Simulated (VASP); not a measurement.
The system is Si.

```
Si
1.0
     2.15562    3.64853    0.00000
     2.15562   -3.64853    0.00000
     0.00000    0.00000   -4.30552
Si
4
Direct
  0.15250 0.84750 0.92150
  0.34750 0.65250 0.42150
  0.84750 0.15250 0.07850
  0.65250 0.34750 0.57850
```

```yaml
Program: VASP 6.6.1
Task: relaxation of cell and atoms
Functional: PBE
Potentials_or_basis: VASP PAW PBE potentials, release 64 (Si)
Cutoff: 600 eV
k_mesh: 6 × 6 × 6
Occupations: methfessel-paxton, width 0.0229 eV
Spin: no spin polarisation
```

At the start: pressure 0.5 GPa; volume 16.93 Å³/atom.

Problem. How do energy, volume and symmetry change on relaxing?

Solution. Over 30 steps the energy falls by 176.5 meV/atom and the volume is 16.97 Å³/atom (+0.3 %); space group Cmce (No. 64, to 0.1 Å) before and after.

The path:
```csv
step,energy change (eV),largest force (eV/Å),pressure (GPa),volume (Å³)
1,0.0000,1.0446,0.48,67.72
2,-0.1740,0.3350,-0.69,68.19
3,-0.1804,0.3205,-0.43,68.28
4,-0.1806,0.3241,-0.40,68.30
5,-0.2076,0.3567,0.30,67.90
6,-0.2863,0.3896,2.12,66.70
7,-0.3319,0.3620,6.11,64.29
8,-0.3363,0.3357,4.97,64.91
9,-0.3439,0.3397,4.89,64.95
10,-0.3648,0.2976,4.69,65.09
11,-0.4056,0.2196,4.23,65.36
12,-0.4983,0.1547,3.09,65.86
13,-0.5605,0.1725,0.61,66.75
14,-0.5685,0.1521,0.53,66.87
15,-0.5903,0.0545,0.24,67.23
16,-0.6145,0.1355,-0.08,67.93
17,-0.6296,0.1606,-0.22,68.06
18,-0.6638,0.1827,-0.75,68.41
19,-0.6308,0.2728,-1.26,68.96
20,-0.6748,0.1769,-0.90,68.57
21,-0.6751,0.2084,-1.03,68.71
22,-0.6763,0.1930,-0.97,68.64
23,-0.6940,0.1495,-0.41,68.20
24,-0.6968,0.1330,-0.11,67.99
25,-0.6970,0.1301,0.00,67.92
26,-0.6992,0.1088,-0.06,67.95
27,-0.7011,0.0718,-0.15,68.00
28,-0.7030,0.0564,-0.05,67.89
29,-0.7054,0.0233,0.28,67.58
30,-0.7058,0.0233,-0.17,67.90
```

Final structure:
```
Si
1.0
     2.38546    3.79571    0.00000
     2.38546   -3.79571    0.00000
     0.00000    0.00000   -3.74949
Si
4
Direct
  0.14694 0.85306 0.85213
  0.35306 0.64694 0.35213
  0.85306 0.14694 0.14787
  0.64694 0.35306 0.64787
```
